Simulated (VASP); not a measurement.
# B: single point with PBE

B:

```xyz
8
Lattice="4.8314 0.0000 0.0000 0.0000 3.2440 2.2408 0.0000 -3.2440 2.2408" Properties=species:S:1:pos:R:3 pbc="T T T"
B     1.0580    1.6006    1.1810
B     3.7734   -1.6006    1.1810
B     1.0580   -1.6006    1.1810
B     3.7734    1.6006    1.1810
B     0.0000    2.1170    2.2945
B     0.0000   -2.1170    2.2945
B     2.4157   -0.8037    1.4799
B     2.4157    0.8037    1.4799
```

```
Program             : VASP 6.6.1
Task                : single point
Functional          : PBE
Potentials or basis : VASP PAW PBE potentials, release 64 (B)
Cutoff              : 520 eV
k mesh              : 4 × 6 × 6
Occupations         : gaussian, width 0.1 eV
Spin                : no spin polarisation
```

* Pressure: 21.4 GPa
* Largest force: 3.847 eV/Å
* Band gap on the k mesh: zero (band 12 reaches 4.75 eV, above the bottom of band 13 at 3.29 eV)

Forces on the atoms (eV/Å):
```
B    0.211 -0.337 -0.032
B   -0.211  0.337 -0.032
B    0.211  0.337 -0.032
B   -0.211 -0.337 -0.032
B    0.000  3.811 -0.527
B    0.000 -3.811 -0.527
B    0.000 -0.561  0.592
B    0.000  0.561  0.592
```

Stress tensor (GPa, compression positive):
```
29.62  0.00  0.00
 0.00 19.74  0.00
 0.00  0.00 14.94
```

Levels at points of the mesh, in eV from the Fermi level:
| k point | band 10 | band 11 | band 12 | band 13 | band 14 | band 15 |
| --- | --- | --- | --- | --- | --- | --- |
| (0.00, 0.00, 0.00) | -1.67 | -1.64 | -1.34 | -0.75 | 1.90 | 1.96 |
| (0.50, 0.00, 0.00) | -2.38 | -1.49 | -1.22 | 0.28 | 0.31 | 1.12 |
| (0.00, 0.50, 0.00) | -1.71 | -1.30 | -0.64 | -0.43 | 2.05 | 3.18 |
| (0.50, 0.50, 0.00) | -2.46 | -1.71 | -0.67 | -0.25 | 0.66 | 2.64 |
| (0.00, 0.50, 0.50) | -2.85 | -0.17 | 0.08 | 0.51 | 1.03 | 5.00 |
| (0.50, 0.50, 0.50) | -2.38 | -1.21 | 0.63 | 0.82 | 2.59 | 4.29 |

Wall time 46 s on 1 thread of Intel(R) Xeon(R) Platinum 8259CL CPU @ 2.50GHz (Skylake/Cascade Lake), on a shared host, peak memory 0.18 GiB.

Caveat: forces of over 1 eV/Å act on the atoms, so gaps and moduli don't describe the material at rest.
